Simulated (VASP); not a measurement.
# GaP (R-3m) in VASP: notebook, part 2 of 2

VASP 6.6.1. The steps go on from the part before.

## (3) Single point, LDA (strain +0.080 along x and y, -0.080 along z)

Contents of INCAR:

```
ALGO     = Normal         # electronic algorithm
EDIFF    = 1E-7           # SCF threshold, eV
ENCUT    = 520            # plane-wave cutoff, eV
ISIF     = 2              # what is computed and relaxed
ISMEAR   = 0              # smearing method
LASPH    = True           # aspherical terms in the spheres
LCHARG   = True           # write CHGCAR
LELF     = True           # ELF
LREAL    = False          # projectors in reciprocal space
LVHAR    = True         
LWAVE    = False          # write WAVECAR
NBANDS   = 26             # bands
NELM     = 80             # most SCF steps
PREC     = Accurate       # precision mode
SIGMA    = 0.05           # smearing width, eV
```

Contents of KPOINTS:

```
k-points
0
Gamma
  12 12 12
```

Contents of POSCAR:

```
GaP
1.0
    2.0984563895      1.2115443614      5.9163452923
   -2.0984563895      1.2115443614      5.9163452923
    0.0000000000     -2.4230887228      5.9163452923
Ga P
2 2
Direct
    0.4353720000      0.4353720000      0.4353720000
    0.5646280000      0.5646280000      0.5646280000
    0.0573890000      0.0573890000      0.0573890000
    0.9426110000      0.9426110000      0.9426110000
```

Potentials or basis: VASP PAW LDA potentials, release 64 (Ga_d, P).

Command:

```
$ cat potpaw_LDA.64/Ga_d/POTCAR potpaw_LDA.64/P/POTCAR > POTCAR
$ mpirun -np 1 vasp_std > vasp.out
```

Run time: 16 min. Hardware: 1 thread of Intel Xeon 8259CL, shared host; peak memory 0.52 GiB.

It converged, with:

| Item | Value |
| --- | --- |
| Free energy | -19.3281 eV |
| Pressure | -4.0 GPa |
| Largest force | 2.490 eV/Å |
| Band gap on the k mesh | zero (bands 18 and 19 overlap by 0.33 eV) |

Forces on the atoms (eV/Å):
```
Ga   0.000  0.000 -1.111
Ga   0.000  0.000  1.111
P    0.000  0.000  2.490
P    0.000  0.000 -2.490
```

Stress tensor (GPa, compression positive):
```
-12.86   0.00   0.00
  0.00 -12.86   0.00
  0.00   0.00  13.81
```

Levels at points of the mesh, in eV from the Fermi level:
| k point | band 15 | band 16 | band 17 | band 18 | band 19 | band 20 | band 21 | band 22 |
| --- | --- | --- | --- | --- | --- | --- | --- | --- |
| (0.00, 0.00, 0.00) | -2.50 | -0.64 | 0.05 | 0.05 | 0.11 | 0.54 | 2.82 | 2.82 |
| (0.50, 0.00, 0.00) | -4.30 | -3.15 | -2.85 | -1.62 | 1.08 | 2.50 | 5.04 | 5.26 |
| (0.50, 0.50, 0.00) | -3.49 | -3.28 | -0.73 | -0.05 | 0.87 | 1.14 | 1.71 | 3.38 |
| (0.50, 0.50, 0.50) | -2.39 | -2.39 | -0.41 | -0.41 | -0.24 | 1.58 | 3.23 | 3.23 |

Caveat: the cell differs from its parent crystal (strain +0.080 along x and y, -0.080 along z); the cell stands under tension; semilocal functionals underestimate gaps, so a narrow gap can read as zero; forces of over 1 eV/Å act on the atoms, so gaps and moduli don't describe the material at rest.

## (4) Single point, LDA (strain +0.040 along x and y, +0.000 along z)

Contents of INCAR:

```
PREC = Accurate
ENCUT = 520
EDIFF = 1E-7
ISMEAR = 0
SIGMA = 0.05
LREAL = F
LASPH = T
NELM = 60
ALGO = Normal
ISIF = 2
LWAVE = F
LCHARG = F
NBANDS = 26
```

Contents of KPOINTS:

```
Automatic mesh
0
Gamma
  12 12 12
```

Contents of POSCAR:

```
GaP
1.0
    2.0207357825      1.1666723480      6.4308101003
   -2.0207357825      1.1666723480      6.4308101003
    0.0000000000     -2.3333446960      6.4308101003
Ga P
2 2
Direct
    0.4353720000      0.4353720000      0.4353720000
    0.5646280000      0.5646280000      0.5646280000
    0.0573890000      0.0573890000      0.0573890000
    0.9426110000      0.9426110000      0.9426110000
```

Command:

```
$ cat potpaw_LDA.64/Ga_d/POTCAR potpaw_LDA.64/P/POTCAR > POTCAR
$ mpirun -np 1 vasp_std > vasp.out
```

Run time: 8.6 min. Hardware: 1 thread of Intel Xeon 6975P-C (Granite Rapids), shared host; peak memory 0.56 GiB.

It converged, with:

| Quantity | Value |
| --- | --- |
| Free energy | -19.9970 eV |
| Pressure | -8.2 GPa |
| Largest force | 0.263 eV/Å |
| Band gap on the k mesh | 0.45 eV (least direct gap 0.50 eV) |

Forces on the atoms (eV/Å):
```
Ga   0.000  0.000 -0.168
Ga   0.000  0.000  0.168
P    0.000  0.000  0.263
P    0.000  0.000 -0.263
```

Stress tensor (GPa, compression positive):
```
-9.91  0.00  0.00
 0.00 -9.91  0.00
 0.00  0.00 -4.94
```

Levels at points of the mesh, in eV from the valence-band top:
```tsv
k point	band 15	band 16	band 17	band 18	band 19	band 20	band 21	band 22
(0.00, 0.00, 0.00)	-1.84	-0.35	0.00	0.00	0.65	0.77	2.93	3.38
(0.50, 0.00, 0.00)	-4.17	-2.71	-2.57	-1.58	1.41	2.59	3.75	4.49
(0.50, 0.50, 0.00)	-3.46	-2.98	-1.02	-0.37	0.79	1.35	1.41	3.89
(0.50, 0.50, 0.50)	-1.75	-1.75	-0.27	-0.27	0.49	1.84	3.62	3.62
```

Caveat: the cell differs from its parent crystal (strain +0.040 along x and y, +0.000 along z); the cell stands under tension.

## (5) Single point, LDA (strain +0.040 along x and y, +0.040 along z)

Contents of INCAR:

```
SYSTEM = GaP
PREC     = Accurate       ! precision mode
ENCUT    = 520            ! plane-wave cutoff, eV
EDIFF    = 1E-6           ! SCF threshold, eV
ISMEAR   = 0              ! smearing method
SIGMA    = 0.05           ! smearing width, eV
LREAL    = .False.        ! projectors in reciprocal space
LASPH    = .True.         ! aspherical terms in the spheres
NELM     = 60             ! most SCF steps
ALGO     = Normal         ! electronic algorithm
ISIF     = 2              ! what is computed and relaxed
LWAVE    = .False.        ! write WAVECAR
LCHARG   = .False.        ! write CHGCAR
GGA      = CA             ! functional
NBANDS   = 26             ! bands
```

Contents of KPOINTS:

```
Automatic mesh
0
Gamma
  12 12 12
  0 0 0
```

Contents of POSCAR:

```
GaP
1.0
    2.0207357825      1.1666723480      6.6880425043
   -2.0207357825      1.1666723480      6.6880425043
    0.0000000000     -2.3333446960      6.6880425043
Ga P
2 2
Direct
    0.4353720000      0.4353720000      0.4353720000
    0.5646280000      0.5646280000      0.5646280000
    0.0573890000      0.0573890000      0.0573890000
    0.9426110000      0.9426110000      0.9426110000
```

Command:

```
$ cat potpaw_LDA.64/Ga_d/POTCAR potpaw_LDA.64/P/POTCAR > POTCAR
$ mpirun -np 1 vasp_std > vasp.out
```

Wall time 8.1 min (1 thread of Intel Xeon 6975P-C (Granite Rapids), shared host); peak memory 0.57 GiB.

Results (log left out):

* Free energy: -19.8140 eV
* Pressure: -10.1 GPa
* Largest force: 0.172 eV/Å
* Band gap on the k mesh: 0.37 eV

Forces on the atoms (eV/Å):
```
Ga   0.000  0.000 -0.092
Ga   0.000  0.000  0.092
P    0.000  0.000 -0.172
P    0.000  0.000  0.172
```

Stress tensor (GPa, compression positive):
```
 -9.70   0.00   0.00
  0.00  -9.70   0.00
  0.00   0.00 -10.77
```

Levels at points of the mesh, in eV from the valence-band top:
```tsv
k point	band 15	band 16	band 17	band 18	band 19	band 20	band 21	band 22
(0.00, 0.00, 0.00)	-1.57	-0.39	0.00	0.00	0.37	0.88	2.61	3.54
(0.50, 0.00, 0.00)	-3.97	-2.47	-2.40	-1.50	1.51	2.62	3.17	4.23
(0.50, 0.50, 0.00)	-3.39	-2.70	-1.05	-0.43	0.57	1.29	1.55	3.90
(0.50, 0.50, 0.50)	-1.49	-1.49	-0.21	-0.21	0.64	1.89	3.74	3.74
```

Caveat: the cell differs from its parent crystal (strain +0.040 along x and y, +0.040 along z); the cell stands under tension. A k mesh can miss the band edges.

## (6) Single point, LDA (strain -0.080 along x and y, -0.080 along z)

Contents of INCAR:

```
SYSTEM = GaP
PREC     = Accurate       ! precision mode
ENCUT    = 520            ! plane-wave cutoff, eV
EDIFF    = 1E-6           ! SCF threshold, eV
ISMEAR   = 0              ! smearing method
SIGMA    = 0.05           ! smearing width, eV
LREAL    = .FALSE.        ! projectors in reciprocal space
LASPH    = .TRUE.         ! aspherical terms in the spheres
NELM     = 80             ! most SCF steps
ALGO     = Normal         ! electronic algorithm
ISIF     = 2              ! what is computed and relaxed
LWAVE    = .FALSE.        ! write WAVECAR
LCHARG   = .FALSE.        ! write CHGCAR
NBANDS   = 26             ! bands
```

Contents of KPOINTS:

```
regular mesh
0
G
  12 12 12
  0 0 0
```

Contents of POSCAR:

```
GaP
1.0
    1.7875739614      1.0320563078      5.9163452923
   -1.7875739614      1.0320563078      5.9163452923
    0.0000000000     -2.0641126157      5.9163452923
Ga P
2 2
Direct
    0.4353720000      0.4353720000      0.4353720000
    0.5646280000      0.5646280000      0.5646280000
    0.0573890000      0.0573890000      0.0573890000
    0.9426110000      0.9426110000      0.9426110000
```

Potentials or basis: VASP PAW LDA potentials, release 64 (Ga_d, P).

Command:

```
$ cat potpaw_LDA.64/Ga_d/POTCAR potpaw_LDA.64/P/POTCAR > POTCAR
$ mpirun -np 1 vasp_std > vasp.out
```

It took 5.2 min on 1 thread of Intel Xeon 6975P-C (Granite Rapids), shared host; peak memory 0.44 GiB.

It converged, with:

| Item | Value |
| --- | --- |
| Free energy | -19.5713 eV |
| Pressure | 23.6 GPa |
| Largest force | 1.000 eV/Å |
| Band gap on the k mesh | 0.45 eV (least direct gap 1.31 eV) |

Forces in eV/Å, atoms in the order of the input:
```
Ga   0.000  0.000  0.425
Ga   0.000  0.000 -0.425
P    0.000  0.000  1.000
P    0.000  0.000 -1.000
```

Stress tensor (GPa, compression positive):
```
22.07  0.00  0.00
 0.00 22.07  0.00
 0.00  0.00 26.69
```

Levels at points of the mesh, in eV from the valence-band top:
| k point | band 16 | band 17 | band 18 | band 19 | band 20 | band 21 |
| --- | --- | --- | --- | --- | --- | --- |
| (0.00, 0.00, 0.00) | -0.50 | 0.00 | 0.00 | 1.58 | 2.52 | 3.56 |
| (0.50, 0.00, 0.00) | -3.75 | -3.60 | -2.44 | 1.17 | 2.40 | 4.16 |
| (0.50, 0.50, 0.00) | -4.13 | -1.65 | -0.85 | 0.46 | 0.76 | 1.98 |
| (0.50, 0.50, 0.50) | -2.20 | -0.41 | -0.41 | 1.38 | 3.18 | 3.68 |

Caveat: the cell differs from its parent crystal (strain -0.080 along x and y, -0.080 along z); the cell stands under pressure; forces of over 1 eV/Å act on the atoms, so gaps and moduli don't describe the material at rest. A k mesh can miss the band edges.

## (7) Summary

| cell | gap on the mesh (eV) | pressure (GPa) | largest force (eV/Å) |
| --- | --- | --- | --- |
| a = 7.272 Å, angles 29.7°, 4 atoms | none | -3.7 | 0.66 |
| a = 6.393 Å, angles 38.3°, 4 atoms | none | -4.0 | 2.49 |
| a = 6.841 Å, angles 34.4°, 4 atoms | 0.45 | -8.2 | 0.26 |
| a = 7.083 Å, angles 33.2°, 4 atoms | 0.37 | -10.1 | 0.17 |
| a = 6.266 Å, angles 33.2°, 4 atoms | 0.45 | 23.6 | 1.00 |

Alike in all rows: task single point; level LDA; potentials or basis VASP PAW LDA potentials, release 64 (Ga_d, P); no spin polarisation; k mesh 12 × 12 × 12; cutoff (eV) 520; smearing gaussian 0.05 eV.

Caveats: the cell stands under tension (at least some runs); semilocal functionals underestimate gaps, so a narrow gap can read as zero (at least some runs); forces of over 1 eV/Å act on the atoms, so gaps and moduli don't describe the material at rest (at least some runs); the cell stands under pressure (at least some runs).

Total energies depend on the potentials used, so only differences within one code and one set of settings carry meaning.
